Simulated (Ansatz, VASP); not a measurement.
GaP in VASP and in Ansatz

POSCAR

```
GaP
1.0
    0.0000000000      2.7526532803      2.7026489945
    2.7526532803      0.0000000000      2.7026489945
    2.7526532803      2.7526532803      0.0000000000
Ga P
1 1
Direct
    0.0000000000      0.0000000000      0.0000000000
    0.2500000000      0.2500000000      0.2500000000
```

INCAR.step1

```
PREC = Accurate
ENCUT = 520
ISMEAR = 0
SIGMA = 0.01
LREAL = F
LASPH = T
NELM = 150
LNONCOLLINEAR = T
MAGMOM = 0 0 0 0 0 0
LSORBIT = T
GGA_COMPAT = F
NBANDS = 30
GGA = PE
ALGO = Normal
EDIFF = 1E-4
LWAVE = T
LCHARG = F
```

INCAR.step2

```
PREC = Accurate
ENCUT = 520
EDIFF = 1E-6
ISMEAR = 0
SIGMA = 0.01
LREAL = F
LASPH = T
NELM = 150
ALGO = Normal
ISIF = 2
LWAVE = F
LCHARG = F
LNONCOLLINEAR = T
MAGMOM = 0 0 0 0 0 0
LORBIT = 11
LSORBIT = T
GGA_COMPAT = F
LORBMOM = T
METAGGA = R2SCAN
LMIXTAU = T
NBANDS = 30
ISTART = 1
```

KPOINTS

```
Automatic mesh
0
Gamma
  8 8 8
```

Input for Ansatz:

```yaml
crystal:
  lattice:
    - [0.0, 2.7526532803, 2.7026489945]
    - [2.7526532803, 0.0, 2.7026489945]
    - [2.7526532803, 2.7526532803, 0.0]
  atoms:
    - { symbol: Ga, position: [0.0, 0.0, 0.0] }
    - { symbol: P, position: [0.25, 0.25, 0.25] }
kpoints:
  mp_grid: { grid: [8, 8, 8] }
  band_path:
    path:
      - [0.0, 0.0, 0.0]
      - [-0.5, -0.5, 0.0]
      - [-0.375, -0.375, 0.25]
      - [-0.375, 0.0, 0.375]
      - [0.0, 0.0, 0.5]
      - [-0.5, -0.25, 0.25]
      - [0.421875, 0.421875, 0.0]
    npoints: 1
hamiltonian:
  xc: r2scan
scf:
  occupations: { method: fixed }
  n_extra_bands: 8
magnetization:
  noncollinear: true
  spin_orbit: true
output:
  forces: true
  stress: true
  eigenvalues: true
```

Change from the starting cell: epitaxial_xy strain +1.0%.

Alike in both runs: task single point; functional r2SCAN; k mesh 8 × 8 × 8; non-collinear spin, spin-orbit coupling.

|  | VASP | Ansatz |
| --- | --- | --- |
| version | VASP 6.6.1 | Ansatz 0.2.0 |
| potentials or method | VASP PAW PBE potentials, release 64 (Ga_d, P) | plane waves, PAW |
| plane-wave cutoff (eV) | 520 | 500 |
| occupations | gaussian, width 0.01 eV | fixed |
| valence electrons in the cell | 18 | 18 |

|  | VASP | Ansatz | Ansatz less VASP |
| --- | --- | --- | --- |
| pressure (GPa) | -1.1 | -1.0 | +0.13 |
| traceless stress, the component that is largest in VASP (GPa) | 0.95 | 0.97 | +0.020 |
| net moment per atom (μB) | 0.00 | 0.00 | 0.000 |

VASP's potentials were made for PBE, not for r2SCAN.
